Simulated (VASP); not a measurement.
Pb, 2 atoms in the cell. It takes space group Fd-3m (No. 227, cubic). Conventional cell: a = 6.969 Å, b = 6.969 Å, c = 6.969 Å, α = 90.00°, β = 90.00°, γ = 90.00°. Pb (site symmetry -43m) has 4 Pb at 3.02 Å within 4.0 Å. 

```yaml
Program: VASP 6.6.1
Task: single point
Functional: PBE
Potentials_or_basis: VASP PAW PBE potentials, release 64 (Pb_d)
Cutoff: 520 eV
k_mesh: 7 × 7 × 7
Occupations: fermi-dirac, width 0.05 eV
Spin: no spin polarisation
Dipole_correction: no
Further_INCAR_settings: ALGO = Fast; EDIFF = 1e-06; NBANDS = 21
```

Potentials or basis: VASP PAW PBE potentials, release 64 (Pb_d).

Run with:

```bash
$ cat potpaw_PBE.64/Pb_d/POTCAR > POTCAR
$ mpirun -np 1 vasp_std > vasp.out
```

Hardware: 1 thread of Intel Xeon 8259CL (shared host).

Task: How long does it take, and how much memory?

Result: It took 62 s on 1 thread of Intel Xeon 8259CL, with other jobs on the host, peak memory 0.24 GiB. Counts: scf iterations 13, k points 20.
